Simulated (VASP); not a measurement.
Here is a VASP 6.6.1 calculation.

File INCAR:

```
SYSTEM = MgO
PREC = Accurate ; ENCUT = 520
EDIFF = 1E-6 ; ISMEAR = 0
SIGMA = 0.05 ; LREAL = .FALSE.
LASPH = .TRUE. ; NELM = 60
ALGO = Normal ; ISIF = 2
LWAVE = .FALSE. ; LCHARG = .TRUE.
GGA = PE ; LELF = .TRUE.
LVHAR = .TRUE. ; NBANDS = 11
```

Contents of KPOINTS:

```
Automatic mesh
0
G
  10 10 10
  0 0 0
```

The input POSCAR:

```
MgO
1.0
    0.0000000000      2.1275194423      2.1275194423
    2.1275194423      0.0000000000      2.1275194423
    2.1275194423      2.1275194423      0.0000000000
Mg O
1 1
Direct
    0.0000000000      0.0000000000      0.0000000000
    0.5000000000      0.5000000000      0.5000000000
```

Potentials or basis: VASP PAW PBE potentials, release 64 (Mg, O).

The run is started by

```sh
$ cat potpaw_PBE.64/Mg/POTCAR potpaw_PBE.64/O/POTCAR > POTCAR
$ mpirun -np 1 vasp_std > vasp.out
```

(1) Predict the pressure.

(2) What does it give for the band gap on the k mesh?

Answers

(1) -0.9 GPa.

(2) 4.44 eV, direct.

**Measured values to compare with.**

From “Electronic structure of alkaline earth and post-transition metal oxides”, 2009, arxiv:0908.1581, for a bulk crystal of MgO: band gap 7.83 eV.

Against the measured gap of MgO, 7.83 eV (quoted in “Electronic structure of alkaline earth and post-transition metal oxides”, 2009, arxiv:0908.1581), the calculated 4.44 eV is off by -3.39 eV. The value is that of PBE, without temperature or zero-point motion. Semilocal functionals fall short of measured gaps as a rule.
